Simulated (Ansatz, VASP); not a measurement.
Au: VASP beside Ansatz

```
CELL_PARAMETERS angstrom
0.00000 2.06220 2.06220
2.06220 0.00000 2.06220
2.06220 2.06220 0.00000
ATOMIC_POSITIONS crystal
Au 0.00000 0.00000 0.00000
```

Alike in both runs: functional r2SCAN; k mesh 24 × 24 × 24; occupations fermi-dirac, width 0.1 eV; no spin polarisation.

Ansatz relaxed the structure, and its values are those at the end. VASP's run is a single point on that final structure, the one shown.

|  | VASP | Ansatz |
| --- | --- | --- |
| version | VASP 6.6.1 | Ansatz 0.2.0 |
| potentials or method | VASP PAW PBE potentials, release 64 (Au) | PAW with Ansatz's default frozen-core files, scalar-relativistic |
| plane-wave cutoff (eV) | 520 | 500 |
| valence electrons in the cell | 11 | 19 |

Ansatz gave:

* pressure (GPa): 0.0

Q: What did VASP give for the same quantities?

A: Pressure (GPa): 0.3.

VASP's potentials were made for PBE, not for r2SCAN. VASP's potentials hold 11 valence electrons a cell and Ansatz's 19, so a difference there can come from the potentials and not from the codes.

Neither program's run includes spin-orbit coupling.
